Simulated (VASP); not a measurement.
Here is a VASP 6.6.1 calculation.

Contents of INCAR:

```
SYSTEM = RbMgSbO3
PREC     = Accurate       ! precision mode
ENCUT    = 520            ! plane-wave cutoff, eV
EDIFF    = 1E-6           ! SCF threshold, eV
ISMEAR   = -1             ! smearing method
SIGMA    = 0.05           ! smearing width, eV
LREAL    = .FALSE.        ! projectors in reciprocal space
LASPH    = .TRUE.         ! aspherical terms in the spheres
NELM     = 100            ! most SCF steps
ALGO     = Normal         ! electronic algorithm
ISIF     = 2              ! what is computed and relaxed
LWAVE    = .FALSE.        ! write WAVECAR
LCHARG   = .FALSE.        ! write CHGCAR
GGA      = PE             ! functional
NBANDS   = 26             ! bands
```

The input KPOINTS:

```
Automatic mesh
0
G
  6 6 6
  0 0 0
```

Contents of POSCAR:

```
RbMgSbO3
1.0
    3.0788474164      1.7775733846      3.6926421780
   -3.0788474164      1.7775733846      3.6926421780
    0.0000000000     -3.5551467693      3.6926421780
Sb Rb Mg O
1 1 1 3
Direct
    0.5701276200      0.5701276200      0.5701276200
    0.8952780900      0.8952780900      0.8952780900
    0.3185392300      0.3185392300      0.3185392300
    0.4946454750      0.9672602300      0.4946454750
    0.9672602300      0.4946454750      0.4946454750
    0.4946454750      0.4946454750      0.9672602300
```

Potentials or basis: VASP PAW PBE potentials, release 64 (Sb, Rb_sv, Mg, O).

Run with:

```console
$ cat potpaw_PBE.64/Sb/POTCAR potpaw_PBE.64/Rb_sv/POTCAR potpaw_PBE.64/Mg/POTCAR potpaw_PBE.64/O/POTCAR > POTCAR
$ mpirun -np 1 vasp_std > vasp.out
```

Task: Predict the largest force.

Result: 1.342 eV/Å.

Task: Predict the pressure.

Result: 5.9 GPa.

Stress tensor (GPa, compression positive):
```
6.05 0.00 0.00
0.00 6.05 0.00
0.00 0.00 5.74
```

Caveat: forces of over 1 eV/Å act on the atoms, so gaps and moduli don't describe the material at rest.
